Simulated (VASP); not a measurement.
# Ga (Im-3m) in VASP: a series of runs

The runs below take Ga through single point, with PBE.

Program: VASP 6.6.1. These are calculated values, not measurements. Logs are shortened: lines on timing, memory, paths and dates and some standing lists are left out, and cuts for length are marked.

**1. The cell of the first run**

Symmetry: Im-3m, No. 229, cubic system. Conventional cell: a = 3.397 Å, b = 3.397 Å, c = 3.397 Å, α = 90.00°, β = 90.00°, γ = 90.00°. Within 3.9 Å of Ga (site symmetry m-3m) lie 14 Ga at 2.94 to 3.40 Å.

**2. Single point, PBE (Tl replaced by Ga, lengths x 0.905, strained)**

Contents of INCAR:

```
  PREC = Accurate
  ENCUT = 520
  EDIFF = 1E-6
  ISMEAR = 0
  SIGMA = 0.1
  LREAL = F
  LASPH = T
  NELM = 80
  ALGO = Fast
  ISIF = 2
  LWAVE = F
  LCHARG = T
  GGA = PE
  LELF = T
  LVHAR = T
  NBANDS = 12
```

Contents of KPOINTS:

```
Automatic mesh
0
Gamma
  18 18 18
```

Contents of POSCAR:

```
Ga
1.0
   -1.6985593013      1.6985593013      1.6985593013
    1.6985593013     -1.6985593013      1.6985593013
    1.6985593013      1.6985593013     -1.6985593013
Ga
1
Direct
    0.0000000000      0.0000000000      0.0000000000
```

Potentials or basis: VASP PAW PBE potentials, release 64 (Ga_d).

Command:

```bash
cat potpaw_PBE.64/Ga_d/POTCAR > POTCAR
mpirun -np 1 vasp_std > vasp.out
```

OUTCAR:

```text
PREC = Accurate
   ENCUT = 520
   EDIFF = 1E-6
   ISMEAR = 0
   LREAL = F
   LASPH = T
   NELM = 80
   ISIF = 2
   GGA = PE

 ion  position               nearest neighbor table
   1  0.000  0.000  0.000-

  LATTYP: Found a body centered cubic cell.
 ALAT       =     3.3971186026

  Lattice vectors:

 A1 = (  -1.6985593013,   1.6985593013,   1.6985593013)
 A2 = (   1.6985593013,  -1.6985593013,   1.6985593013)
 A3 = (   1.6985593013,   1.6985593013,  -1.6985593013)

Analysis of symmetry for initial positions (statically):
=====================================================================
 Subroutine PRICEL returns:
 Original cell was already a primitive cell.

 Routine SETGRP: Setting up the symmetry group for a
 body centered cubic supercell.

 Subroutine GETGRP returns: Found 48 space group operations
 (whereof 48 operations were pure point group operations)
 out of a pool of 48 trial point group operations.

The static configuration has the point symmetry O_h .

Analysis of symmetry for dynamics (positions and initial velocities):
=====================================================================
 Subroutine PRICEL returns:
 Original cell was already a primitive cell.

 Routine SETGRP: Setting up the symmetry group for a
 body centered cubic supercell.

 Subroutine GETGRP returns: Found 48 space group operations
 (whereof 48 operations were pure point group operations)
 out of a pool of 48 trial point group operations.

The dynamic configuration has the point symmetry O_h .

 Subroutine INISYM returns: Found 48 space group operations
 (whereof 48 operations are pure point group operations),
 and found     1 'primitive' translations

----------------------------------------------------------------------------------------

                                     Primitive cell

  volume of cell :      19.6021

  direct lattice vectors                    reciprocal lattice vectors
    -1.698559301  1.698559301  1.698559301     0.000000000  0.294367114  0.294367114
     1.698559301 -1.698559301  1.698559301     0.294367114  0.000000000  0.294367114
     1.698559301  1.698559301 -1.698559301     0.294367114  0.294367114  0.000000000

  length of vectors
     2.941991010  2.941991010  2.941991010     0.416297965  0.416297965  0.416297965

  position of ions in fractional coordinates (direct lattice)
     0.000000000  0.000000000  0.000000000

  ion indices of the primitive-cell ions
   primitive index   ion index
                 1           1

----------------------------------------------------------------------------------------

 KPOINTS: Automatic mesh

Automatic generation of k-mesh.
 Grid dimensions read from file:
 generate k-points for:   18   18   18

 Generating k-lattice:

  Cartesian coordinates                     Fractional coordinates (reciprocal lattice)
     0.000000000  0.016353729  0.016353729     0.055555556  0.000000000  0.000000000
     0.016353729  0.000000000  0.016353729     0.000000000  0.055555556  0.000000000
     0.016353729  0.016353729  0.000000000     0.000000000  0.000000000  0.055555556

  Length of vectors
     0.023127665  0.023127665  0.023127665

  Shift w.r.t. Gamma in fractional coordinates (k-lattice)
     0.000000000  0.000000000  0.000000000

 Subroutine IBZKPT returns following result:
 ===========================================

 Found    195 irreducible k-points:

 Following reciprocal coordinates:
            Coordinates               Weight
  0.000000  0.000000  0.000000      1.000000
  0.055556  0.000000  0.000000     12.000000
  0.111111  0.000000  0.000000     12.000000
  0.166667  0.000000  0.000000     12.000000
  0.222222  0.000000  0.000000     12.000000
  0.277778  0.000000  0.000000     12.000000
[... 16 lines left out ...]
  0.333333  0.111111 -0.000000     48.000000
  0.388889  0.111111  0.000000     48.000000
 [... further k-points ...]
   k-points           NKPTS =    195   k-points in BZ     NKDIM =    195   number of bands    NBANDS=     12
   number of dos      NEDOS =    301   number of ions     NIONS =      1
   total plane-waves  NPLWV =  13824
   dimension x,y,z NGX =    24 NGY =   24 NGZ =   24
   dimension x,y,z NGXF=    48 NGYF=   48 NGZF=   48
   ions per type =               1
   NGX,Y,Z   is equivalent  to a cutoff of  13.56, 13.56, 13.56 a.u.
   NGXF,Y,Z  is equivalent  to a cutoff of  27.12, 27.12, 27.12 a.u.
 SYSTEM =  unknown system
   PREC   = accura    normal or accurate (medium, high low for compatibility)
   ISTART =      0    job   : 0-new  1-cont  2-samecut
   ICHARG =      2    charge: 1-file 2-atom 10-const
   ISPIN  =      1    spin polarized calculation?
   LNONCOLLINEAR =      F non collinear calculations
   LSORBIT =      F    spin-orbit coupling
   LASPH  =      T    aspherical Exc in radial PAW
   ENCUT  =  520.0 eV  38.22 Ry    6.18 a.u.   5.47  5.47  5.47*2*pi/ulx,y,z
   NELM   =     80;   NELMIN=  2; NELMDL= -5     # of ELM steps
   EDIFF  = 0.1E-05   stopping-criterion for ELM
   LREAL  =      F    real-space projection
   EDIFFG = 0.1E-04   stopping-criterion for IOM
   NSW    =      0    number of steps for IOM
   IBRION =     -1    ionic relax: 0-MD 1-quasi-New 2-CG
   NFREE  =      0    steps in history (QN), initial steepest desc. (CG)
   ISIF   =      2    stress and relaxation
   ISYM   =      2    0-nonsym 1-usesym 2-fastsym
   POTIM  = 0.5000    time-step for ionic-motion
   TEBEG  =    0.0;   TEEND  =   0.0 temperature during run
   PSTRESS=    0.0 pullay stress
   NELECT =      13.0000    total number of electrons
   NUPDOWN=      -1.0000    fix difference up-down
   EMIN   =  10.00;   EMAX   =-10.00  energy-range for DOS
   EFERMI =   0.00;   METHOD = LEGACY
   ISMEAR =     0;   SIGMA  =   0.10  broadening in eV -4-tet -1-fermi 0-gaus
   EFERMI_NEDOS =   21; number of points for ismear=-14 and -15
   IALGO  =     68    algorithm
   IMIX   =      4    mixing-type and parameters
     AMIX     =   0.40;   BMIX     =  1.00
     AMIX_MAG =   1.60;   BMIX_MAG =  1.00
  volume/ion in A,a.u.               =      19.60       132.28
  Fermi-wavevector in a.u.,A,eV,Ry     =   1.427651  2.697868 27.731204  2.038186
  Thomas-Fermi vector in A             =   2.547797
   LORBIT       =      0    0 simple, 1 ext, 2 COOP (PROOUT), +10 PAW based schemes
   GGA     = PE    functional components
   LHFCALC =     F    Hartree Fock is set to
   AEXX    =    0.0000 exact exchange contribution
   IVDW    =     0    specifies the selected vdW correction
   LEPSILON=     F    determine dielectric tensor
   LRPA    =     F    only Hartree local field effects (RPA)
 non-spin polarized calculation
 RMM-DIIS sequential band-by-band and
 Gauss-broadening in eV      SIGMA  =   0.10
  energy-cutoff  :      520.00
  volume of cell :       19.60
 maximum number of plane-waves:       543
 NGX is ok and might be reduce to    24
   NGX = 11   NGY = 11   NGZ = 11

 number of electron      12.9999994 magnetization

 Free energy of the ion-electron system (eV)
  ---------------------------------------------------
  ext. energy  EPLUGINS =         0.00000000
  ---------------------------------------------------
  free energy    TOTEN  =        -2.87306189 eV

  energy without entropy =       -2.87052270  energy(sigma->0) =       -2.87179230

 E-fermi :   5.2472     XC(G=0): -10.8325

 val. band max:        5.2467215906   @ k =  -0.3889   0.4444   0.2222
 cond. band min:       5.2560738718   @ k =   0.2778   0.2778   0.0556
 fundamental gap:      0.0093522812
 Fermi energy:         5.2471875747

 k-point     1 :       0.0000    0.0000    0.0000
  band No.  band energies     occupation
      1      -9.6890      2.00000
      2      -9.6890      2.00000
      3      -9.6890      2.00000
      4      -9.5183      2.00000
      5      -9.5183      2.00000
      6      -5.5429      2.00000
      7      17.3215      0.00000
      8      17.3215      0.00000
      9      17.3215      0.00000
     10      22.0034      0.00000
     11      22.0035      0.00000
     12      22.0050      0.00000

 k-point     2 :       0.0556    0.0000    0.0000
  band No.  band energies     occupation
      1      -9.6912      2.00000
      2      -9.6872      2.00000
      3      -9.6809      2.00000
      4      -9.5207      2.00000
      5      -9.5183      2.00000
      6      -5.4614      2.00000
      7      16.5574      0.00000
      8      16.9250      0.00000
      9      17.1941      0.00000
     10      20.9080      0.00000
     11      21.0286      0.00000
     12      22.1453      0.00000

 k-point     3 :       0.1111    0.0000    0.0000
  band No.  band energies     occupation
      1      -9.6978      2.00000
      2      -9.6830      2.00000
      3      -9.6576      2.00000
      4      -9.5270      2.00000
      5      -9.5184      2.00000
      6      -5.2161      2.00000
      7      14.7615      0.00000
      8      16.0648      0.00000
      9      16.8286      0.00000
     10      19.7832      0.00000
     11      19.9508      0.00000
     12      21.7907      0.00000
[... 286 lines left out ...]
 k-point    23 :       0.3333    0.1111   -0.0000
  band No.  band energies     occupation
      1      -9.7460      2.00000
      2      -9.7055      2.00000
      3      -9.5372      2.00000
      4      -9.5242      2.00000
      5      -9.4573      2.00000
      6      -1.2533      2.00000
      7       4.7372      2.00000
      8      10.4209      0.00000
      9      13.2538      0.00000
     10      17.5742      0.00000
     11      19.8095      0.00000
     12      23.0687      0.00000

 k-point    24 :       0.3889    0.1111    0.0000
  band No.  band energies     occupation
      1      -9.7520      2.00000
      2      -9.7143      2.00000
      3      -9.5315      2.00000
      4      -9.5250      2.00000
      5      -9.4369      2.00000
      6      -0.0473      2.00000
      7       3.0726      2.00000
      8      10.1572      0.00000
      9      13.0261      0.00000
     10      17.3770      0.00000
     11      19.6802      0.00000
     12      24.0671      0.00000

 [... further k-points ...]
[... 5 lines left out ...]
  --------------------------------------------------------------------------------------
  -------------------------------------------------------------------------------------
  Total       -0.1033583     -0.1033583     -0.1033583     -0.0000000     -0.0000000      0.0000000
  in kB       -8.4480020     -8.4480020     -8.4480020     -0.0000000     -0.0000000      0.0000000
  external PRESSURE =      -8.4480020 kB  Pullay stress =       0.0000000 kB

 VOLUME and BASIS-vectors are now :
 -----------------------------------------------------------------------------
  energy-cutoff  :      520.00
  volume of cell :       19.60
      direct lattice vectors                 reciprocal lattice vectors
    -1.698559301  1.698559301  1.698559301     0.000000000  0.294367114  0.294367114
     1.698559301 -1.698559301  1.698559301     0.294367114  0.000000000  0.294367114
     1.698559301  1.698559301 -1.698559301     0.294367114  0.294367114  0.000000000

 POSITION                                       TOTAL-FORCE (eV/Angst)
 -----------------------------------------------------------------------------------
      0.00000      0.00000      0.00000         0.000000      0.000000     -0.000000
 -----------------------------------------------------------------------------------
    total drift:                               -0.000000      0.000000     -0.000000

  FREE ENERGIE OF THE ION-ELECTRON SYSTEM (eV)
  ---------------------------------------------------
  free  energy   TOTEN  =        -2.8730618932 eV

  energy  without entropy=       -2.8705227006  energy(sigma->0) =       -2.87179230
```

Run time: 20 s. Hardware: 1 thread of Intel Xeon Platinum 8375C at 2.90GHz (Ice Lake), shared host; peak memory 0.17 GiB.

Results:

- Free energy: -2.8731 eV
- Pressure: -0.8 GPa

Caveat: the cell differs from its parent crystal (Tl replaced by Ga, lengths x 0.905, strained).

**3. Single point, PBE (Tl replaced by Ga, lengths x 0.905, strained)**

Contents of INCAR:

```
SYSTEM = Ga
PREC = Accurate
ENCUT = 500
EDIFF = 1E-6
ISMEAR = 0
SIGMA = 0.1
LREAL = .False.
LASPH = .True.
NELM = 120
ALGO = Normal
ISIF = 2
LWAVE = .False.
LCHARG = .False.
GGA = PE
NBANDS = 12
GGA_COMPAT = .False.
```

Contents of KPOINTS:

```
Automatic mesh
0
Gamma
  8 8 8
  0 0 0
```

POSCAR is that of step 2.

Potentials or basis: VASP PAW PBE potentials, release 64 (Ga_d).

Command:

```bash
cat potpaw_PBE.64/Ga_d/POTCAR > POTCAR
mpirun -np 1 vasp_std > vasp.out
```

It took 8 s on 1 thread of AMD EPYC 7R43 (Zen 3), shared host; peak memory 0.1 GiB.

The run converged. Its results:

```yaml
Free_energy: -2.8341 eV
Pressure: -0.7 GPa
```

Levels at points of the mesh, in eV from the Fermi level:
```tsv
k point	band 4	band 5	band 6	band 7	band 8	band 9
(0.00, 0.00, 0.00)	-14.88	-14.88	-10.91	11.96	11.96	11.96
(0.50, 0.00, 0.00)	-14.88	-14.78	-4.63	-3.71	6.65	8.67
(0.50, 0.50, 0.50)	-14.80	-14.80	0.99	1.45	1.45	1.45
```

Caveat: the cell differs from its parent crystal (Tl replaced by Ga, lengths x 0.905, strained).
